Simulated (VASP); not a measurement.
# Na (P6_3/mmc) in VASP: notebook

The runs below take Na through single point, with PBEsol.

Program: VASP 6.6.1. These are calculated values, not measurements. Logs are shortened: lines on timing, memory, paths and dates and some standing lists are left out, and cuts for length are marked.

### 1 The cell of the first run

The structure is hexagonal, space group P6_3/mmc (No. 194). Conventional cell: a = 3.725 Å, b = 3.725 Å, c = 12.620 Å, α = 90.00°, β = 90.00°, γ = 120.00°. Within 4.9 Å of Na (site symmetry -6m2) lie 12 Na at 3.72 to 3.82 Å. Within 4.9 Å of Na (site symmetry -3m) lie 12 Na at 3.72 to 3.82 Å.

### 2 Single point, PBEsol (volume scaled by 1.02)

Contents of INCAR:

```
PREC = Accurate
ENCUT = 520
EDIFF = 1E-6
ISMEAR = -1
SIGMA = 0.05
LREAL = F
LASPH = T
NELM = 60
ALGO = Normal
ISIF = 2
LWAVE = F
LCHARG = T
GGA = PS
LELF = T
LVHAR = T
NBANDS = 22
```

Contents of KPOINTS:

```
Automatic mesh
0
Gamma
  8 8 3
```

Contents of POSCAR:

```
Na
1.0
    3.7248896839      0.0000000000      0.0000000000
   -1.8624448419      3.2258490925      0.0000000000
    0.0000000000      0.0000000000     12.6203525792
Na
4
Direct
    0.6666666667      0.3333333333      0.7500000000
    0.0000000000      0.0000000000      0.5000000000
    0.3333333333      0.6666666667      0.2500000000
    0.0000000000      0.0000000000      0.0000000000
```

Potentials or basis: VASP PAW PBE potentials, release 64 (Na_pv).

Launch:

```console
cat potpaw_PBE.64/Na_pv/POTCAR > POTCAR
mpirun -np 1 vasp_std > vasp.out
```

OUTCAR:

```text
PREC = Accurate
   ENCUT = 520
   EDIFF = 1E-6
   ISMEAR = -1
   LREAL = F
   LASPH = T
   NELM = 60
   ISIF = 2
   GGA = PS

 ion  position               nearest neighbor table
   1  0.667  0.333  0.750-
   2  0.000  0.000  0.500-
   3  0.333  0.667  0.250-
   4  0.000  0.000  0.000-

  LATTYP: Found a hexagonal cell.
 ALAT       =     3.7248896839
 C/A-ratio  =     3.3881144544

  Lattice vectors:

 A1 = (   3.7248896839,   0.0000000000,   0.0000000000)
 A2 = (  -1.8624448419,   3.2258490925,   0.0000000000)
 A3 = (   0.0000000000,   0.0000000000,  12.6203525792)

Analysis of symmetry for initial positions (statically):
=====================================================================
 Subroutine PRICEL returns:
 Original cell was already a primitive cell.

 Routine SETGRP: Setting up the symmetry group for a
 hexagonal supercell.

 Subroutine GETGRP returns: Found 24 space group operations
 (whereof 12 operations were pure point group operations)
 out of a pool of 24 trial point group operations.

The static configuration has the point symmetry D_3d.
 The point group associated with its full space group is D_6h.

Analysis of symmetry for dynamics (positions and initial velocities):
=====================================================================
 Subroutine PRICEL returns:
 Original cell was already a primitive cell.

 Routine SETGRP: Setting up the symmetry group for a
 hexagonal supercell.

 Subroutine GETGRP returns: Found 24 space group operations
 (whereof 12 operations were pure point group operations)
 out of a pool of 24 trial point group operations.

The dynamic configuration has the point symmetry D_3d.
 The point group associated with its full space group is D_6h.

 Subroutine INISYM returns: Found 24 space group operations
 (whereof 12 operations are pure point group operations),
 and found     1 'primitive' translations

----------------------------------------------------------------------------------------

                                     Primitive cell

  volume of cell :     151.6453

  direct lattice vectors                    reciprocal lattice vectors
     3.724889684  0.000000000  0.000000000     0.268464326  0.154997951  0.000000000
    -1.862444842  3.225849092  0.000000000     0.000000000  0.309995902  0.000000000
     0.000000000  0.000000000 12.620352579     0.000000000  0.000000000  0.079237089

  length of vectors
     3.724889684  3.724889684 12.620352579     0.309995902  0.309995902  0.079237089

  position of ions in fractional coordinates (direct lattice)
     0.666666667  0.333333333  0.750000000
     0.000000000  0.000000000  0.500000000
     0.333333333  0.666666667  0.250000000
     0.000000000  0.000000000  0.000000000

  ion indices of the primitive-cell ions
   primitive index   ion index
                 1           1
                 2           2
                 3           3
                 4           4

----------------------------------------------------------------------------------------

 KPOINTS: Automatic mesh

Automatic generation of k-mesh.
 Grid dimensions read from file:
 generate k-points for:    8    8    3

 Generating k-lattice:

  Cartesian coordinates                     Fractional coordinates (reciprocal lattice)
     0.033558041  0.019374744  0.000000000     0.125000000  0.000000000  0.000000000
     0.000000000  0.038749488  0.000000000     0.000000000  0.125000000  0.000000000
     0.000000000  0.000000000  0.026412363     0.000000000  0.000000000  0.333333333

  Length of vectors
     0.038749488  0.038749488  0.026412363

  Shift w.r.t. Gamma in fractional coordinates (k-lattice)
     0.000000000  0.000000000  0.000000000

 Subroutine IBZKPT returns following result:
 ===========================================

 Found     20 irreducible k-points:

 Following reciprocal coordinates:
            Coordinates               Weight
  0.000000  0.000000  0.000000      1.000000
  0.125000  0.000000  0.000000      6.000000
  0.250000  0.000000  0.000000      6.000000
  0.375000 -0.000000  0.000000      6.000000
  0.500000  0.000000  0.000000      3.000000
  0.125000  0.125000  0.000000      6.000000
[... 12 lines left out ...]
  0.250000  0.250000  0.333333     12.000000
  0.375000  0.250000  0.333333     12.000000
   k-points           NKPTS =     20   k-points in BZ     NKDIM =     20   number of bands    NBANDS=     22
   number of dos      NEDOS =    301   number of ions     NIONS =      4
   total plane-waves  NPLWV =  75264
   dimension x,y,z NGX =    28 NGY =   28 NGZ =   96
   dimension x,y,z NGXF=    56 NGYF=   56 NGZF=  192
   ions per type =               4
   NGX,Y,Z   is equivalent  to a cutoff of  12.50, 12.50, 12.65 a.u.
   NGXF,Y,Z  is equivalent  to a cutoff of  24.99, 24.99, 25.29 a.u.
 SYSTEM =  unknown system
   PREC   = accura    normal or accurate (medium, high low for compatibility)
   ISTART =      0    job   : 0-new  1-cont  2-samecut
   ICHARG =      2    charge: 1-file 2-atom 10-const
   ISPIN  =      1    spin polarized calculation?
   LNONCOLLINEAR =      F non collinear calculations
   LSORBIT =      F    spin-orbit coupling
   LASPH  =      T    aspherical Exc in radial PAW
   ENCUT  =  520.0 eV  38.22 Ry    6.18 a.u.   6.93  6.93 23.47*2*pi/ulx,y,z
   NELM   =     60;   NELMIN=  2; NELMDL= -5     # of ELM steps
   EDIFF  = 0.1E-05   stopping-criterion for ELM
   LREAL  =      F    real-space projection
   EDIFFG = 0.1E-04   stopping-criterion for IOM
   NSW    =      0    number of steps for IOM
   IBRION =     -1    ionic relax: 0-MD 1-quasi-New 2-CG
   NFREE  =      0    steps in history (QN), initial steepest desc. (CG)
   ISIF   =      2    stress and relaxation
   ISYM   =      2    0-nonsym 1-usesym 2-fastsym
   POTIM  = 0.5000    time-step for ionic-motion
   TEBEG  =    0.0;   TEEND  =   0.0 temperature during run
   PSTRESS=    0.0 pullay stress
   NELECT =      28.0000    total number of electrons
   NUPDOWN=      -1.0000    fix difference up-down
   EMIN   =  10.00;   EMAX   =-10.00  energy-range for DOS
   EFERMI =   0.00;   METHOD = LEGACY
   ISMEAR =    -1;   SIGMA  =   0.05  broadening in eV -4-tet -1-fermi 0-gaus
   EFERMI_NEDOS =   21; number of points for ismear=-14 and -15
   IALGO  =     38    algorithm
   IMIX   =      4    mixing-type and parameters
     AMIX     =   0.40;   BMIX     =  1.00
     AMIX_MAG =   1.60;   BMIX_MAG =  1.00
  volume/ion in A,a.u.               =      37.91       255.84
  Fermi-wavevector in a.u.,A,eV,Ry     =   0.932219  1.761638 11.823897  0.869032
  Thomas-Fermi vector in A             =   2.058794
   LORBIT       =      0    0 simple, 1 ext, 2 COOP (PROOUT), +10 PAW based schemes
   GGA     = PS    functional components
   LHFCALC =     F    Hartree Fock is set to
   AEXX    =    0.0000 exact exchange contribution
   IVDW    =     0    specifies the selected vdW correction
   LEPSILON=     F    determine dielectric tensor
   LRPA    =     F    only Hartree local field effects (RPA)
 non-spin polarized calculation
  energy-cutoff  :      520.00
  volume of cell :      151.65
 maximum number of plane-waves:      4110
 NGX is ok and might be reduce to    28
   NGX = 13   NGY = 13   NGZ = 47

 number of electron      28.0000022 magnetization

 Free energy of the ion-electron system (eV)
  ---------------------------------------------------
  ext. energy  EPLUGINS =         0.00000000
  ---------------------------------------------------
  free energy    TOTEN  =        -5.58127907 eV

  energy without entropy =       -5.56291608  energy(sigma->0) =       -5.57209758

 E-fermi :   0.2301     XC(G=0):  -6.4418

 val. band max:        0.1500185460   @ k =   0.2500   0.2500   0.3333
 cond. band min:       0.2774327328   @ k =   0.2500   0.1250   0.3333
 fundamental gap:      0.1274141867
 Fermi energy:         0.2300805481

 k-point     1 :       0.0000    0.0000    0.0000
  band No.  band energies     occupation
      1     -24.5872      2.00000
      2     -24.5727      2.00000
      3     -24.5723      2.00000
      4     -24.5616      2.00000
      5     -24.5616      2.00000
      6     -24.5599      2.00000
[... 14 lines left out ...]
     21      10.4398      0.00000
     22      10.6005      0.00000

 k-point     2 :       0.1250    0.0000    0.0000
  band No.  band energies     occupation
      1     -24.5856      2.00000
      2     -24.5731      2.00000
      3     -24.5728      2.00000
      4     -24.5657      2.00000
      5     -24.5632      2.00000
      6     -24.5629      2.00000
[... 14 lines left out ...]
     21       8.4980      0.00000
     22       8.5556      0.00000

 k-point     3 :       0.2500    0.0000    0.0000
  band No.  band energies     occupation
      1     -24.5817      2.00000
      2     -24.5783      2.00000
      3     -24.5776      2.00000
      4     -24.5749      2.00000
      5     -24.5727      2.00000
      6     -24.5668      2.00000
[... 14 lines left out ...]
     21       6.2871      0.00000
     22       6.3790      0.00000

 k-point     4 :       0.3750   -0.0000    0.0000
  band No.  band energies     occupation
      1     -24.5876      2.00000
      2     -24.5869      2.00000
      3     -24.5841      2.00000
      4     -24.5827      2.00000
      5     -24.5756      2.00000
      6     -24.5685      2.00000
[... 14 lines left out ...]
     21       5.8996      0.00000
     22       6.2531      0.00000

 k-point     5 :       0.5000    0.0000    0.0000
  band No.  band energies     occupation
      1     -24.5917      2.00000
      2     -24.5907      2.00000
      3     -24.5880      2.00000
      4     -24.5868      2.00000
      5     -24.5718      2.00000
      6     -24.5697      2.00000
[... 14 lines left out ...]
     21       4.4798      0.00000
     22       4.6311      0.00000

 k-point     6 :       0.1250    0.1250    0.0000
  band No.  band energies     occupation
      1     -24.5828      2.00000
      2     -24.5756      2.00000
      3     -24.5756      2.00000
      4     -24.5717      2.00000
      5     -24.5697      2.00000
      6     -24.5667      2.00000
[... 14 lines left out ...]
     21       6.5518      0.00000
     22       6.9787      0.00000

 k-point     7 :       0.2500    0.1250    0.0000
  band No.  band energies     occupation
      1     -24.5831      2.00000
      2     -24.5827      2.00000
      3     -24.5798      2.00000
      4     -24.5791      2.00000
      5     -24.5779      2.00000
      6     -24.5693      2.00000
[... 224 lines left out ...]
      6     -24.5690      2.00000
[... 14 lines left out ...]
     21       6.8862      0.00000
     22       7.0375      0.00000

 k-point    17 :       0.2500    0.1250    0.3333
  band No.  band energies     occupation
      1     -24.5832      2.00000
      2     -24.5820      2.00000
      3     -24.5813      2.00000
      4     -24.5798      2.00000
      5     -24.5748      2.00000
      6     -24.5710      2.00000
[... 14 lines left out ...]
     21       5.3151      0.00000
     22       5.7440      0.00000

 k-point    18 :       0.3750    0.1250    0.3333
  band No.  band energies     occupation
      1     -24.5888      2.00000
      2     -24.5881      2.00000
      3     -24.5862      2.00000
      4     -24.5856      2.00000
      5     -24.5725      2.00000
      6     -24.5718      2.00000
[... 14 lines left out ...]
     21       4.7490      0.00000
     22       5.3581      0.00000

 k-point    19 :       0.2500    0.2500    0.3333
  band No.  band energies     occupation
      1     -24.5851      2.00000
      2     -24.5848      2.00000
      3     -24.5842      2.00000
      4     -24.5832      2.00000
      5     -24.5747      2.00000
      6     -24.5746      2.00000
[... 14 lines left out ...]
     21       4.5619      0.00000
     22       4.9629      0.00000

 k-point    20 :       0.3750    0.2500    0.3333
  band No.  band energies     occupation
      1     -24.5860      2.00000
      2     -24.5854      2.00000
      3     -24.5833      2.00000
      4     -24.5831      2.00000
      5     -24.5777      2.00000
      6     -24.5774      2.00000
[... 14 lines left out ...]
     21       3.9430      0.00000
     22       4.0783      0.00000

------------------------ aborting loop because EDIFF is reached ----------------------------------------

  FORCE on cell =-STRESS in cart. coord.  units (eV):
  Direction    XX          YY          ZZ          XY          YZ          ZX
  --------------------------------------------------------------------------------------
  -------------------------------------------------------------------------------------
  Total        0.0224492      0.0224492     -0.8526191      0.0000000      0.0000000     -0.0000000
  in kB        0.2371825      0.2371825     -9.0081720      0.0000000      0.0000000     -0.0000000
  external PRESSURE =      -2.8446024 kB  Pullay stress =       0.0000000 kB

 VOLUME and BASIS-vectors are now :
 -----------------------------------------------------------------------------
  energy-cutoff  :      520.00
  volume of cell :      151.65
      direct lattice vectors                 reciprocal lattice vectors
     3.724889684  0.000000000  0.000000000     0.268464326  0.154997951  0.000000000
    -1.862444842  3.225849092  0.000000000     0.000000000  0.309995902  0.000000000
     0.000000000  0.000000000 12.620352579     0.000000000  0.000000000  0.079237089

 POSITION                                       TOTAL-FORCE (eV/Angst)
 -----------------------------------------------------------------------------------
      1.86244      1.07528      9.46526         0.000000      0.000000     -0.000000
      0.00000      0.00000      6.31018         0.000000     -0.000000     -0.000000
     -0.00000      2.15057      3.15509        -0.000000     -0.000000      0.000000
      0.00000      0.00000      0.00000         0.000000     -0.000000     -0.000000
 -----------------------------------------------------------------------------------
    total drift:                                0.000000     -0.000000      0.000000

  FREE ENERGIE OF THE ION-ELECTRON SYSTEM (eV)
  ---------------------------------------------------
  free  energy   TOTEN  =        -5.5812790748 eV

  energy  without entropy=       -5.5629160770  energy(sigma->0) =       -5.57209758
```

Run time: 74 s. Hardware: 1 thread of AMD EPYC 7R13, shared host; peak memory 0.23 GiB.

What came out:

* Free energy: -5.5813 eV
* Pressure: -0.3 GPa
* Band gap on the k mesh: zero (band 14 reaches 1.37 eV, above the bottom of band 15 at -2.02 eV)

Stress tensor (GPa, compression positive):
```
 0.02  0.00  0.00
 0.00  0.02  0.00
 0.00  0.00 -0.90
```

Levels at points of the mesh, in eV from the Fermi level:
| k point | band 11 | band 12 | band 13 | band 14 | band 15 | band 16 | band 17 | band 18 |
| --- | --- | --- | --- | --- | --- | --- | --- | --- |
| (0.00, 0.00, 0.00) | -24.79 | -24.79 | -3.22 | -2.25 | -2.25 | 0.40 | 0.74 | 5.07 |
| (0.50, 0.00, 0.00) | -24.79 | -24.79 | 0.35 | 0.41 | 1.09 | 1.17 | 1.49 | 1.57 |

Caveat: the PAW data sets were made with another functional, which shifts forces and pressure a little.

### 3 Single point, PBEsol (volume scaled by 1.04)

Contents of INCAR:

```
SYSTEM = Na
ALGO = Normal
EDIFF = 1E-6
ENCUT = 520
GGA = PS
ISIF = 2
ISMEAR = -1
LASPH = .TRUE.
LCHARG = .FALSE.
LREAL = .FALSE.
LWAVE = .FALSE.
NBANDS = 22
NELM = 100
PREC = Accurate
SIGMA = 0.05
```

Contents of KPOINTS:

```
k-points
0
G
  8 8 3
  0 0 0
```

Contents of POSCAR:

```
Na
1.0
    3.7490779570      0.0000000000      0.0000000000
   -1.8745389785      3.2467967515      0.0000000000
    0.0000000000      0.0000000000     12.7023052170
Na
4
Direct
    0.6666666667      0.3333333333      0.7500000000
    0.0000000000      0.0000000000      0.5000000000
    0.3333333333      0.6666666667      0.2500000000
    0.0000000000      0.0000000000      0.0000000000
```

Potentials or basis: VASP PAW PBE potentials, release 64 (Na_pv).

Launch:

```console
cat potpaw_PBE.64/Na_pv/POTCAR > POTCAR
mpirun -np 1 vasp_std > vasp.out
```

It took 68 s on 1 thread of AMD EPYC 7R13, shared host; peak memory 0.23 GiB.

The run converged. Its results:

| Item | Value |
| --- | --- |
| Free energy | -5.5748 eV |
| Pressure | -0.4 GPa |
| Band gap on the k mesh | zero (band 14 reaches 1.31 eV, above the bottom of band 15 at -2.05 eV) |

Stress tensor (GPa, compression positive):
```
-0.11  0.00  0.00
 0.00 -0.11  0.00
 0.00  0.00 -1.00
```

Levels at points of the mesh, in eV from the Fermi level:
```tsv
k point	band 12	band 13	band 14	band 15	band 16	band 17
(0.00, 0.00, 0.00)	-24.80	-3.18	-2.22	-2.22	0.40	0.73
(0.50, 0.00, 0.00)	-24.81	0.35	0.41	1.08	1.16	1.47
```

Caveat: the PAW data sets were made with another functional, which shifts forces and pressure a little.

### 4 Single point, PBEsol (volume scaled by 1.06)

Contents of INCAR:

```
PREC = Accurate
ENCUT = 520
EDIFF = 1E-6
ISMEAR = -1
SIGMA = 0.05
LREAL = F
LASPH = T
NELM = 60
ALGO = Normal
ISIF = 2
LWAVE = F
LCHARG = T
GGA = PS
LELF = T
LVHAR = T
NBANDS = 22
```

Contents of KPOINTS:

```
Automatic mesh
0
Gamma
  8 8 3
```

Contents of POSCAR:

```
Na
1.0
    3.7729580783      0.0000000000      0.0000000000
   -1.8864790391      3.2674775432      0.0000000000
    0.0000000000      0.0000000000     12.7832138010
Na
4
Direct
    0.6666666667      0.3333333333      0.7500000000
    0.0000000000      0.0000000000      0.5000000000
    0.3333333333      0.6666666667      0.2500000000
    0.0000000000      0.0000000000      0.0000000000
```

Launch:

```console
cat potpaw_PBE.64/Na_pv/POTCAR > POTCAR
mpirun -np 1 vasp_std > vasp.out
```

It took 78 s on 1 thread of AMD EPYC 7R13, shared host; peak memory 0.23 GiB.

Results (log left out):

| Property | Result |
| --- | --- |
| Free energy | -5.5662 eV |
| Pressure | -0.5 GPa |
| Band gap on the k mesh | zero (band 14 reaches 1.24 eV, above the bottom of band 15 at -2.07 eV) |

Stress tensor (GPa, compression positive):
```
-0.24  0.00  0.00
 0.00 -0.24  0.00
 0.00  0.00 -1.10
```

Levels at points of the mesh, in eV from the Fermi level:
| k point | band 10 | band 11 | band 12 | band 13 | band 14 | band 15 | band 16 | band 17 | band 18 | band 19 |
| --- | --- | --- | --- | --- | --- | --- | --- | --- | --- | --- |
| (0.00, 0.00, 0.00) | -24.82 | -24.82 | -24.82 | -3.14 | -2.20 | -2.20 | 0.40 | 0.71 | 4.95 | 4.95 |
| (0.50, 0.00, 0.00) | -24.83 | -24.82 | -24.82 | 0.34 | 0.40 | 1.07 | 1.15 | 1.45 | 1.52 | 3.69 |

Caveat: the PAW data sets were made with another functional, which shifts forces and pressure a little.

### 5 Overview

| cell | gap on the mesh (eV) | pressure (GPa) |
| --- | --- | --- |
| a = 3.725, b = 3.725, c = 12.620 Å, angles 90.0, 90.0, 120.0°, 4 atoms | none | -0.3 |
| a = 3.749, b = 3.749, c = 12.702 Å, angles 90.0, 90.0, 120.0°, 4 atoms | none | -0.4 |
| a = 3.773, b = 3.773, c = 12.783 Å, angles 90.0, 90.0, 120.0°, 4 atoms | none | -0.5 |

Alike in all rows: task single point; level PBEsol; potentials or basis VASP PAW PBE potentials, release 64 (Na_pv); no spin polarisation; k mesh 8 × 8 × 3; cutoff (eV) 520; smearing fermi-dirac 0.05 eV.

Caveats: the PAW data sets were made with another functional, which shifts forces and pressure a little.

Absolute energies hang on the potentials; compare differences alone.
